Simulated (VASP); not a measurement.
Here is a VASP 6.6.1 calculation.

File POSCAR:

```
Lu
1.0
    1.8410438930      1.8410438930      1.8410438930
   -1.8410438930      1.8410438930      1.8410438930
   -1.8410438930     -1.8410438930      1.8410438930
Lu
1
Direct
    0.0000000000      0.0000000000      0.0000000000
```

INCAR.step1

```
SYSTEM = Lu
PREC = Accurate
ENCUT = 520
ISMEAR = 0
SIGMA = 0.05
LREAL = .False.
LASPH = .True.
NELM = 100
NBANDS = 18
GGA = PE
ALGO = Normal
EDIFF = 1E-4
LWAVE = .True.
LCHARG = .False.
```

File INCAR.step2:

```
SYSTEM = Lu
PREC = Accurate
ENCUT = 520
EDIFF = 1E-6
ISMEAR = 0
SIGMA = 0.05
LREAL = .False.
LASPH = .True.
NELM = 100
ALGO = Normal
ISIF = 2
LWAVE = .False.
LCHARG = .False.
METAGGA = R2SCAN
LMIXTAU = .True.
NBANDS = 18
ISTART = 1
```

KPOINTS

```
regular mesh
0
Gamma
  6 6 6
  0 0 0
```

Potentials or basis: VASP PAW PBE potentials, release 64 (Lu).

The run is started by

```bash
$ cat potpaw_PBE.64/Lu/POTCAR > POTCAR
$ cp INCAR.step1 INCAR
$ mpirun -np 1 vasp_std > vasp.out
$ cp INCAR.step2 INCAR
$ mpirun -np 1 vasp_std > vasp.out
```

Q: What does it give for the pressure?

A: 10.5 GPa.

Caveat: the k points lie up to 0.40 Å⁻¹ apart; the PAW data sets were made with another functional, which shifts forces and pressure a little.
